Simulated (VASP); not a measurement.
# Cd3Se2S (I-4m2) in VASP: further runs

Runs on Cd3Se2S. Level: PBE. Tasks: single point.

Everything below comes from runs of VASP 6.6.1. Logs are shortened: lines on timing, memory, paths and dates and some standing lists are left out, and cuts for length are marked.

## Step 1: The cell of the first run

The structure is tetragonal, space group I-4m2 (No. 119). Conventional cell: a = 4.318 Å, b = 4.318 Å, c = 18.310 Å, α = 90.00°, β = 90.00°, γ = 90.00°. Cd (site symmetry 2mm) has 2 S at 2.59 Å and 2 Se at 2.67 Å within 3.4 Å. Within 3.5 Å of Cd (site symmetry -4m2) lie 4 Se at 2.67 Å. Within 3.5 Å of Se (site symmetry 2mm) lie 4 Cd at 2.67 Å. S (site symmetry -4m2) has 4 Cd at 2.59 Å within 3.4 Å.

## Step 2: Single point, PBE

File INCAR:

```
ALGO = Normal ; EDIFF = 1E-6
ENCUT = 500 ; GGA = PE
GGA_COMPAT = F ; ISIF = 2
ISMEAR = 0 ; LASPH = T
LCHARG = F ; LREAL = F
LWAVE = F ; NBANDS = 36
NELM = 120 ; PREC = Accurate
SIGMA = 0.01
```

File KPOINTS:

```
k-points
0
Gamma
  10 10 10
```

File POSCAR:

```
Cd3Se2S
1.0
   -2.1589027901      2.1589027901      9.1551971668
    2.1589027901     -2.1589027901      9.1551971668
    2.1589027901      2.1589027901     -9.1551971668
Cd Se S
3 2 1
Direct
    0.6721256090      0.6721256090      0.0000000000
    0.3278743910      0.3278743910      0.0000000000
    0.0000000000      0.0000000000      0.0000000000
    0.4138901648      0.9138901648      0.5000000000
    0.0861098352      0.5861098352      0.5000000000
    0.7500000000      0.2500000000      0.5000000000
```

Potentials or basis: VASP PAW PBE potentials, release 64 (Cd, Se, S).

The run is started by

```console
$ cat potpaw_PBE.64/Cd/POTCAR potpaw_PBE.64/Se/POTCAR potpaw_PBE.64/S/POTCAR > POTCAR
$ mpirun -np 1 vasp_std > vasp.out
```

OUTCAR:

```text
EDIFF = 1E-6
   ENCUT = 500
   GGA = PE
   ISIF = 2
   ISMEAR = 0
   LASPH = T
   LREAL = F
   NELM = 120
   PREC = Accurate

 ion  position               nearest neighbor table
   1  0.672  0.672  0.000-   6 2.59   6 2.59   5 2.67   5 2.67
   2  0.328  0.328  0.000-   6 2.59   6 2.59   4 2.67   4 2.67
   3  0.000  0.000  0.000-   5 2.67   4 2.67   5 2.67   4 2.67
   4  0.414  0.914  0.500-   2 2.67   2 2.67   3 2.67   3 2.67
   5  0.086  0.586  0.500-   1 2.67   1 2.67   3 2.67   3 2.67
   6  0.750  0.250  0.500-   2 2.59   1 2.59   2 2.59   1 2.59

  LATTYP: Found a body centered tetragonal cell.
 ALAT       =     4.3178055802
 C/A-ratio  =     4.2406713303

  Lattice vectors:

 A1 = (  -2.1589027901,   2.1589027901,   9.1551971668)
 A2 = (   2.1589027901,  -2.1589027901,   9.1551971668)
 A3 = (   2.1589027901,   2.1589027901,  -9.1551971668)

Analysis of symmetry for initial positions (statically):
=====================================================================
 Subroutine PRICEL returns:
 Original cell was already a primitive cell.

 Routine SETGRP: Setting up the symmetry group for a
 body centered tetragonal supercell.

 Subroutine GETGRP returns: Found  8 space group operations
 (whereof  8 operations were pure point group operations)
 out of a pool of 16 trial point group operations.

The static configuration has the point symmetry D_2d.

Analysis of symmetry for dynamics (positions and initial velocities):
=====================================================================
 Subroutine PRICEL returns:
 Original cell was already a primitive cell.

 Routine SETGRP: Setting up the symmetry group for a
 body centered tetragonal supercell.

 Subroutine GETGRP returns: Found  8 space group operations
 (whereof  8 operations were pure point group operations)
 out of a pool of 16 trial point group operations.

The dynamic configuration has the point symmetry D_2d.

 Subroutine INISYM returns: Found  8 space group operations
 (whereof  8 operations are pure point group operations),
 and found     1 'primitive' translations

----------------------------------------------------------------------------------------

                                     Primitive cell

  volume of cell :     170.6844

  direct lattice vectors                    reciprocal lattice vectors
    -2.158902790  2.158902790  9.155197167     0.000000000  0.231599126  0.054613788
     2.158902790 -2.158902790  9.155197167     0.231599126  0.000000000  0.054613788
     2.158902790  2.158902790 -9.155197167     0.231599126  0.231599126  0.000000000

  length of vectors
     9.650873415  9.650873415  9.650873415     0.237951300  0.237951300  0.327530625

  position of ions in fractional coordinates (direct lattice)
     0.672125609  0.672125609  0.000000000
     0.327874391  0.327874391  0.000000000
     0.000000000  0.000000000  0.000000000
     0.413890165  0.913890165  0.500000000
     0.086109835  0.586109835  0.500000000
     0.750000000  0.250000000  0.500000000

  ion indices of the primitive-cell ions
   primitive index   ion index
                 1           1
                 2           2
                 3           3
                 4           4
                 5           5
                 6           6

----------------------------------------------------------------------------------------

 KPOINTS: k-points

Automatic generation of k-mesh.
 Grid dimensions read from file:
 generate k-points for:   10   10   10

 Generating k-lattice:

  Cartesian coordinates                     Fractional coordinates (reciprocal lattice)
     0.000000000  0.023159913  0.005461379     0.100000000  0.000000000  0.000000000
     0.023159913  0.000000000  0.005461379     0.000000000  0.100000000  0.000000000
     0.023159913  0.023159913  0.000000000     0.000000000  0.000000000  0.100000000

  Length of vectors
     0.023795130  0.023795130  0.032753063

  Shift w.r.t. Gamma in fractional coordinates (k-lattice)
     0.000000000  0.000000000  0.000000000

 Subroutine IBZKPT returns following result:
 ===========================================

 Found    102 irreducible k-points:

 Following reciprocal coordinates:
            Coordinates               Weight
  0.000000  0.000000  0.000000      1.000000
  0.100000  0.000000  0.000000      8.000000
  0.200000  0.000000  0.000000      8.000000
  0.300000  0.000000 -0.000000      8.000000
  0.400000  0.000000 -0.000000      8.000000
  0.500000  0.000000 -0.000000      4.000000
[... 16 lines left out ...]
  0.300000  0.300000 -0.000000      8.000000
  0.400000  0.300000  0.000000     16.000000
 [... further k-points ...]
   k-points           NKPTS =    102   k-points in BZ     NKDIM =    102   number of bands    NBANDS=     36
   number of dos      NEDOS =    301   number of ions     NIONS =      6
   total plane-waves  NPLWV = 343000
   dimension x,y,z NGX =    70 NGY =   70 NGZ =   70
   dimension x,y,z NGXF=   140 NGYF=  140 NGZF=  140
   ions per type =               3   2   1
   NGX,Y,Z   is equivalent  to a cutoff of  12.06, 12.06, 12.06 a.u.
   NGXF,Y,Z  is equivalent  to a cutoff of  24.12, 24.12, 24.12 a.u.
 SYSTEM =  unknown system
   PREC   = accura    normal or accurate (medium, high low for compatibility)
   ISTART =      0    job   : 0-new  1-cont  2-samecut
   ICHARG =      2    charge: 1-file 2-atom 10-const
   ISPIN  =      1    spin polarized calculation?
   LNONCOLLINEAR =      F non collinear calculations
   LSORBIT =      F    spin-orbit coupling
   LASPH  =      T    aspherical Exc in radial PAW
   ENCUT  =  500.0 eV  36.75 Ry    6.06 a.u.  17.60 17.60 17.60*2*pi/ulx,y,z
   NELM   =    120;   NELMIN=  2; NELMDL= -5     # of ELM steps
   EDIFF  = 0.1E-05   stopping-criterion for ELM
   LREAL  =      F    real-space projection
   EDIFFG = 0.1E-04   stopping-criterion for IOM
   NSW    =      0    number of steps for IOM
   IBRION =     -1    ionic relax: 0-MD 1-quasi-New 2-CG
   NFREE  =      0    steps in history (QN), initial steepest desc. (CG)
   ISIF   =      2    stress and relaxation
   ISYM   =      2    0-nonsym 1-usesym 2-fastsym
   POTIM  = 0.5000    time-step for ionic-motion
   TEBEG  =    0.0;   TEEND  =   0.0 temperature during run
   PSTRESS=    0.0 pullay stress
   NELECT =      54.0000    total number of electrons
   NUPDOWN=      -1.0000    fix difference up-down
   EMIN   =  10.00;   EMAX   =-10.00  energy-range for DOS
   EFERMI =   0.00;   METHOD = LEGACY
   ISMEAR =     0;   SIGMA  =   0.01  broadening in eV -4-tet -1-fermi 0-gaus
   EFERMI_NEDOS =   21; number of points for ismear=-14 and -15
   IALGO  =     38    algorithm
   IMIX   =      4    mixing-type and parameters
     AMIX     =   0.40;   BMIX     =  1.00
     AMIX_MAG =   1.60;   BMIX_MAG =  1.00
  volume/ion in A,a.u.               =      28.45       191.97
  Fermi-wavevector in a.u.,A,eV,Ry     =   1.115513  2.108015 16.930684  1.244370
  Thomas-Fermi vector in A             =   2.252119
   LORBIT       =      0    0 simple, 1 ext, 2 COOP (PROOUT), +10 PAW based schemes
   GGA     = PE    functional components
   LHFCALC =     F    Hartree Fock is set to
   AEXX    =    0.0000 exact exchange contribution
   IVDW    =     0    specifies the selected vdW correction
   LEPSILON=     F    determine dielectric tensor
   LRPA    =     F    only Hartree local field effects (RPA)
 non-spin polarized calculation
 Gauss-broadening in eV      SIGMA  =   0.01
  energy-cutoff  :      500.00
  volume of cell :      170.68
 maximum number of plane-waves:      4363
   NGX = 35   NGY = 35   NGZ = 35

 number of electron      54.0000006 magnetization

 Free energy of the ion-electron system (eV)
  ---------------------------------------------------
  ext. energy  EPLUGINS =         0.00000000
  ---------------------------------------------------
  free energy    TOTEN  =       -17.11809960 eV

  energy without entropy =      -17.11809960  energy(sigma->0) =      -17.11809960

 E-fermi :   0.7413     XC(G=0):  -8.7354

 val. band max:        0.6755063489   @ k =   0.0000   0.0000   0.0000
 cond. band min:       1.3040310230   @ k =   0.0000   0.0000   0.0000
 fundamental gap:      0.6285246741
 Fermi energy:         0.7412976642

 k-point     1 :       0.0000    0.0000    0.0000
  band No.  band energies     occupation
      1     -11.5859      2.00000
      2     -11.2738      2.00000
      3     -11.2085      2.00000
      4      -7.0613      2.00000
      5      -7.0613      2.00000
      6      -7.0571      2.00000
[... 28 lines left out ...]
     35       6.7887      0.00000
     36       8.6671      0.00000

 k-point     2 :       0.1000    0.0000    0.0000
  band No.  band energies     occupation
      1     -11.5629      2.00000
      2     -11.2738      2.00000
      3     -11.1986      2.00000
      4      -7.0552      2.00000
      5      -7.0480      2.00000
      6      -7.0413      2.00000
[... 28 lines left out ...]
     35       6.9239      0.00000
     36       8.0700      0.00000

 k-point     3 :       0.2000    0.0000    0.0000
  band No.  band energies     occupation
      1     -11.4996      2.00000
      2     -11.2696      2.00000
      3     -11.1795      2.00000
      4      -7.0383      2.00000
      5      -7.0225      2.00000
      6      -6.9823      2.00000
[... 28 lines left out ...]
     35       7.1879      0.00000
     36       7.5803      0.00000

 k-point     4 :       0.3000    0.0000   -0.0000
  band No.  band energies     occupation
      1     -11.4122      2.00000
      2     -11.2599      2.00000
      3     -11.1683      2.00000
      4      -7.0146      2.00000
      5      -6.9933      2.00000
      6      -6.9639      2.00000
[... 28 lines left out ...]
     35       7.2711      0.00000
     36       7.6401      0.00000

 k-point     5 :       0.4000    0.0000   -0.0000
  band No.  band energies     occupation
      1     -11.3238      2.00000
      2     -11.2515      2.00000
      3     -11.1763      2.00000
      4      -6.9919      2.00000
      5      -6.9749      2.00000
      6      -6.9621      2.00000
[... 655 lines left out ...]
 k-point    22 :      -0.2000    0.2000    0.0000
  band No.  band energies     occupation
      1     -11.4297      2.00000
      2     -11.2308      2.00000
      3     -11.1703      2.00000
      4      -6.9877      2.00000
      5      -6.9799      2.00000
      6      -6.9623      2.00000
[... 28 lines left out ...]
     35       6.9626      0.00000
     36       7.8669      0.00000

 k-point    23 :       0.3000    0.3000   -0.0000
  band No.  band energies     occupation
      1     -11.2785      2.00000
      2     -11.2182      2.00000
      3     -11.1233      2.00000
      4      -6.9466      2.00000
      5      -6.9376      2.00000
      6      -6.9256      2.00000
[... 28 lines left out ...]
     35       7.5524      0.00000
     36       7.8146      0.00000

 k-point    24 :       0.4000    0.3000    0.0000
  band No.  band energies     occupation
      1     -11.2230      2.00000
      2     -11.1923      2.00000
      3     -11.1196      2.00000
      4      -6.9340      2.00000
      5      -6.9215      2.00000
      6      -6.9120      2.00000
[... 28 lines left out ...]
     35       7.6566      0.00000
     36       8.1625      0.00000

 [... further k-points ...]

------------------------ aborting loop because EDIFF is reached ----------------------------------------

  FORCE on cell =-STRESS in cart. coord.  units (eV):
  Direction    XX          YY          ZZ          XY          YZ          ZX
  --------------------------------------------------------------------------------------
  -------------------------------------------------------------------------------------
  Total        0.2765580      0.2765580      0.2785477      0.0000000      0.0000000      0.0000000
  in kB        2.5959896      2.5959896      2.6146666      0.0000000      0.0000000      0.0000000
  external PRESSURE =       2.6022152 kB  Pullay stress =       0.0000000 kB

 VOLUME and BASIS-vectors are now :
 -----------------------------------------------------------------------------
  energy-cutoff  :      500.00
  volume of cell :      170.68
      direct lattice vectors                 reciprocal lattice vectors
    -2.158902790  2.158902790  9.155197167     0.000000000  0.231599126  0.054613788
     2.158902790 -2.158902790  9.155197167     0.231599126  0.000000000  0.054613788
     2.158902790  2.158902790 -9.155197167     0.231599126  0.231599126  0.000000000

 POSITION                                       TOTAL-FORCE (eV/Angst)
 -----------------------------------------------------------------------------------
      0.00000      0.00000     12.30688         0.000000      0.000000     -0.000617
      0.00000      0.00000      6.00351        -0.000000     -0.000000      0.000617
      0.00000      0.00000      0.00000        -0.000000     -0.000000      0.000000
      2.15890      0.00000      7.57849        -0.000000     -0.000000     -0.000100
      2.15890      0.00000      1.57671        -0.000000     -0.000000      0.000100
      0.00000      2.15890      4.57760        -0.000000     -0.000000      0.000000
 -----------------------------------------------------------------------------------
    total drift:                               -0.000000      0.000000      0.000000

  FREE ENERGIE OF THE ION-ELECTRON SYSTEM (eV)
  ---------------------------------------------------
  free  energy   TOTEN  =       -17.1180996031 eV

  energy  without entropy=      -17.1180996031  energy(sigma->0) =      -17.11809960
```

Wall time 54 min (1 thread of Intel Xeon 8259CL, shared host); peak memory 1.1 GiB.

Results:

```yaml
Free_energy: -17.1181 eV
Pressure: 0.3 GPa
Band_gap_on_the_k_mesh: 0.63 eV
```

Caveat: semilocal functionals underestimate gaps, and a narrow one can read as zero.

## Step 3: Single point, PBE

File INCAR:

```
  ALGO = Normal
  EDIFF = 1E-6
  ENCUT = 520
  GGA = PE
  ISIF = 2
  ISMEAR = 0
  LASPH = True
  LCHARG = False
  LREAL = False
  LWAVE = False
  NBANDS = 36
  NELM = 80
  PREC = Accurate
  SIGMA = 0.02
```

KPOINTS is that of step 2.

File POSCAR:

```
Cd3Se2S
1.0
   -2.1594172000      2.1594172000      9.1497879000
    2.1594172000     -2.1594172000      9.1497879000
    2.1594172000      2.1594172000     -9.1497879000
Cd Se S
3 2 1
Direct
    0.6721630000      0.6721630000      0.0000000000
    0.3278370000      0.3278370000      0.0000000000
    0.0000000000      0.0000000000      0.0000000000
    0.4138600000      0.9138600000      0.5000000000
    0.0861400000      0.5861400000      0.5000000000
    0.7500000000      0.2500000000      0.5000000000
```

Potentials or basis: VASP PAW PBE potentials, release 64 (Cd, Se, S).

The run is started by

```console
$ cat potpaw_PBE.64/Cd/POTCAR potpaw_PBE.64/Se/POTCAR potpaw_PBE.64/S/POTCAR > POTCAR
$ mpirun -np 1 vasp_std > vasp.out
```

Run time: 49 min. Hardware: 1 thread of Intel Xeon 8259CL, shared host; peak memory 1.1 GiB.

Results (log left out):

| Property | Result |
| --- | --- |
| Free energy | -17.1183 eV |
| Pressure | 0.3 GPa |
| Largest force | 0.003 eV/Å |
| Band gap on the k mesh | 0.63 eV |

Forces in eV/Å, atoms in the order of the input:
```
Cd   0.000  0.000 -0.003
Cd   0.000  0.000  0.003
Cd   0.000  0.000  0.000
Se   0.000  0.000  0.002
Se   0.000  0.000 -0.002
S    0.000  0.000  0.000
```

Levels at points of the mesh, in eV from the valence-band top:
```csv
k point,band 24,band 25,band 26,band 27,band 28,band 29,band 30,band 31
"(0.00, 0.00, 0.00)",-1.18,-0.04,0.00,0.00,0.63,3.55,3.61,3.88
"(0.50, 0.00, 0.00)",-1.06,-0.71,-0.55,-0.54,2.48,3.35,3.43,5.81
"(0.50, 0.50, 0.00)",-1.96,-1.91,-1.70,-1.67,3.31,3.85,4.44,4.48
"(0.50, 0.50, 0.50)",-0.64,-0.64,-0.37,-0.37,2.35,2.43,3.34,3.83
```

Caveat: semilocal functionals underestimate gaps, and a narrow one can read as zero.
